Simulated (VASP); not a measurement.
Wanted: the native input for a VASP 6.6.1 run.

* Task: single point
* Functional: PBEsol
* Potentials or basis: VASP PAW PBE potentials, release 64 (Ti_sv, Al)
* Cutoff: 520 eV
* k mesh: 18 × 18 × 10
* Occupations: gaussian, width 0.15 eV
* Spin: no spin polarisation
* Dipole correction: no
* Further INCAR settings: ALGO = Normal; EDIFF = 1e-06; NBANDS = 14

The structure of TiAl lies in POSCAR:

```
TiAl
1.0
    2.9899000000      0.0000000000      0.0000000000
   -1.4949500000      2.5893293548      0.0000000000
    0.0000000000      0.0000000000      5.1735000000
Ti Al
1 1
Direct
    0.0000000000      0.0000000000      0.0000000000
    0.3333333333      0.6666666667      0.5000000000
```

These files were run (other wordings do the same):

INCAR

```
SYSTEM = TiAl
PREC = Accurate ; ENCUT = 520
EDIFF = 1E-6 ; ISMEAR = 0
SIGMA = 0.15 ; LREAL = .False.
LASPH = .True. ; NELM = 60
ALGO = Normal ; ISIF = 2
LWAVE = .False. ; LCHARG = .False.
GGA = PS ; NBANDS = 14
```

KPOINTS

```
Automatic mesh
0
Gamma
  18 18 10
  0 0 0
```

Potentials or basis: VASP PAW PBE potentials, release 64 (Ti_sv, Al).

Run with:

```console
$ cat potpaw_PBE.64/Ti_sv/POTCAR potpaw_PBE.64/Al/POTCAR > POTCAR
$ mpirun -np 1 vasp_std > vasp.out
```

Results of the run:

| Property | Result |
| --- | --- |
| Pressure | -15.6 GPa |
| Band gap on the k mesh | zero (an odd number of electrons rules out a gap without spin polarisation) |

Caveat: the cell stands under tension; the PAW data sets were made with another functional, which shifts forces and pressure a little.

It took 120 s on 1 thread of Intel Xeon 8259CL, on a shared host, peak memory 0.26 GiB.
